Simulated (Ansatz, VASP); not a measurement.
## Al4Ni: VASP beside Ansatz

Contents of INCAR:

```
SYSTEM = Al4Ni
ALGO = Normal ; EDIFF = 1E-7
EDIFFG = -0.01 ; ENCUT = 600
GGA = PE ; GGA_COMPAT = .FALSE.
IBRION = 2 ; ISIF = 3
ISMEAR = 0 ; LASPH = .TRUE.
LCHARG = .FALSE. ; LREAL = .FALSE.
LWAVE = .FALSE. ; NELM = 120
NELMIN = 4 ; NSW = 100
PREC = Accurate ; SIGMA = 0.1
```

File KPOINTS:

```
k-points
0
G
  12 12 12
  0 0 0
```

POSCAR

```
Al4Ni
1.0
   -3.0833740127      3.0833740127      1.9304151655
    3.0833740127     -3.0833740127      1.9304151655
    3.0833740127      3.0833740127     -1.9304151655
Al Ni
4 1
Direct
    0.7950231757      0.6057364372      0.4007596129
    0.3942635628      0.7950231757      0.1892867386
    0.6057364372      0.2049768243      0.8107132614
    0.2049768243      0.3942635628      0.5992403871
    0.0000000000      0.0000000000      0.0000000000
```

Input for Ansatz:

```yaml
crystal:
  lattice:
    - [-3.0833740127, 3.0833740127, 1.9304151655]
    - [3.0833740127, -3.0833740127, 1.9304151655]
    - [3.0833740127, 3.0833740127, -1.9304151655]
  atoms:
    - { symbol: Al, position: [0.7950231757, 0.6057364372, 0.4007596129] }
    - { symbol: Al, position: [0.3942635628, 0.7950231757, 0.1892867386] }
    - { symbol: Al, position: [0.6057364372, 0.2049768243, 0.8107132614] }
    - { symbol: Al, position: [0.2049768243, 0.3942635628, 0.5992403871] }
    - { symbol: Ni, position: [0.0, 0.0, 0.0] }
basis:
  ecutwfc: 420
kpoints:
  mp_grid: { grid: [12, 12, 12] }
hamiltonian:
  xc: pbe
scf:
  occupations: { method: gaussian, width: 0.1 }
output:
  forces: true
  stress: true
  eigenvalues: true
  write_density: true
  write_potential: true
  elf: true
  volumetric_format: npy
relax:
  adjacent_minimum: "off"
  f_tol: 0.01
  max_steps: 80
  cell: { stress_tol: 0.05 }
```

Alike in both runs: task relaxation of cell and atoms; functional PBE; k mesh 12 × 12 × 12; occupations gaussian, width 0.1 eV; no spin polarisation.

|  | VASP | Ansatz |
| --- | --- | --- |
| version | VASP 6.6.1 | Ansatz 0.2.0 |
| potentials or method | VASP PAW PBE potentials, release 64 (Al, Ni), cutoff 600 eV | scalar-relativistic, plane waves, PAW |
| valence electrons in the cell | 22 | 30 |

```csv
,VASP,Ansatz,Ansatz less VASP
"gap on the k mesh at the Fermi level, each at its own relaxed structure (eV)",none,none,-
relaxed volume (Å³/atom),14.68,14.68,-0.004
relaxed length of the cell vector where the two differ most in proportion (Å),4.767,4.766,-0.0015
```

A gap of «none» marks a metal or a gap that the smearing closes. VASP's potentials hold 22 valence electrons a cell and Ansatz's 30, so a difference there can come from the potentials and not from the codes.
